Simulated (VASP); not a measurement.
A run of VASP 6.6.1 is set up as follows.

The input INCAR:

```
  PREC = Accurate
  ENCUT = 520
  EDIFF = 1E-7
  ISMEAR = 0
  SIGMA = 0.1
  LREAL = F
  LASPH = T
  NELM = 60
  ALGO = Fast
  ISIF = 2
  LWAVE = F
  LCHARG = F
  GGA = PE
  NBANDS = 18
```

Contents of KPOINTS:

```
Automatic mesh
0
Gamma
  15 15 8
```

Contents of POSCAR:

```
Sc
1.0
    3.5180995920      0.0000000000      0.0000000000
   -1.7590497960      3.0467636197      0.0000000000
    0.0000000000      0.0000000000      5.6181972380
Sc
2
Direct
    0.3333333333      0.6666666667      0.2500000000
    0.6666666667      0.3333333333      0.7500000000
```

Potentials or basis: VASP PAW PBE potentials, release 64 (Sc_sv).

The run is started by

```console
$ cat potpaw_PBE.64/Sc_sv/POTCAR > POTCAR
$ mpirun -np 1 vasp_std > vasp.out
```

**Question.** Predict the pressure.

**Answer.** -7.7 GPa.

**Question.** What does it give for the band gap on the k mesh?

**Answer.** Zero (band 11 reaches 3.36 eV, above the bottom of band 12 at 2.27 eV).

Stress tensor (GPa, compression positive):
```
-7.34  0.00  0.00
 0.00 -7.34  0.00
 0.00  0.00 -8.30
```

Caveat: the cell differs from its parent crystal (Y replaced by Sc, lengths x 0.937, strained).
